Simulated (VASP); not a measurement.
Eu: single point with PBE

Eu:

```
Eu
1.0
    -2.30300    2.30300    2.30300
     2.30300   -2.30300    2.30300
     2.30300    2.30300   -2.30300
Eu
1
Direct
  0.00000 0.00000 0.00000
```

- Program: VASP 6.6.1
- Task: single point
- Functional: PBE
- Potentials or basis: VASP PAW PBE potentials, release 64 (Eu)
- Cutoff: 520 eV
- k mesh: 14 × 14 × 14
- Occupations: gaussian, width 0.05 eV
- Spin: collinear spin, ferromagnetic start
- Starting moments: [7.0] μB
- Dipole correction: no
- Further INCAR settings: ALGO = Normal; EDIFF = 1e-06; NBANDS = 18

The pressure is -1.8 GPa and the net moment is 7.33 μB per cell. The site moments are Eu +6.70 μB and the valence electrons inside the program's atomic spheres are Eu 14.72.

Levels at points of the mesh, in eV from the Fermi level:
Spin up:
```
           k point  band 8  band 9  band 10  band 11  band 12  band 13  band 14  band 15  band 16  band 17
(0.00, 0.00, 0.00)   -0.52   -0.41    -0.41    -0.41    -0.38     1.68     1.68     1.68     3.14     3.14
(0.50, 0.00, 0.00)   -0.50   -0.43    -0.41    -0.41    -0.40     0.44     0.48     3.00     3.64     5.05
(0.50, 0.50, 0.50)   -0.50   -0.50    -0.50    -0.37    -0.37    -0.37     4.21     4.21     4.21     4.59
```
Spin down:
```
           k point  band 3  band 4  band 5  band 6  band 7  band 8
(0.00, 0.00, 0.00)  -18.11  -18.11   -3.48    2.60    2.60    2.60
(0.50, 0.00, 0.00)  -18.23  -18.11   -0.86    1.12    1.30    3.93
(0.50, 0.50, 0.50)  -18.36  -18.36   -0.09   -0.09    3.80    3.80
```

Run time: 9 min on 1 thread of Intel Xeon 8259CL, with other jobs on the host, peak memory 0.31 GiB.

Caveat: spin-orbit coupling is left out, which moves the levels of the heavy elements; semilocal functionals describe open f shells poorly, which spoils levels, moments and volumes. The state reached can hang on the start; a lower one may exist.
